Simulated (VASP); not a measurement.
A run of VASP 6.6.1:

File INCAR:

```
ALGO = Normal ; EDIFF = 1E-7
ENCUT = 520 ; GGA = PE
ISIF = 2 ; ISMEAR = 0
LASPH = T ; LCHARG = T
LELF = T ; LREAL = F
LVHAR = T ; LWAVE = F
NBANDS = 24 ; NELM = 100
PREC = Accurate ; SIGMA = 0.01
```

The input KPOINTS:

```
k-points
0
Gamma
  6 6 4
```

The input POSCAR:

```
KBr
1.0
    5.6143548167      0.0000000000      0.0000000000
   -2.8071774083      4.8621738972      0.0000000000
    0.0000000000      0.0000000000      6.5842438715
K Br
2 2
Direct
    0.3333333333      0.6666666667      0.2500000000
    0.6666666667      0.3333333333      0.7500000000
    0.6666666667      0.3333333333      0.2500000000
    0.3333333333      0.6666666667      0.7500000000
```

Potentials or basis: VASP PAW PBE potentials, release 64 (K_sv, Br).

Launch:

```bash
$ cat potpaw_PBE.64/K_sv/POTCAR potpaw_PBE.64/Br/POTCAR > POTCAR
$ mpirun -np 1 vasp_std > vasp.out
```

Hardware: 1 thread of Intel(R) Xeon(R) 6975P-C (Granite Rapids), with other jobs on the host.

Problem. How long does it take, and how much memory?

Solution. Run time: 49 s on 1 thread of Intel(R) Xeon(R) 6975P-C (Granite Rapids), on a shared host, peak memory 0.33 GiB. Counts: scf iterations 17, k points 21.
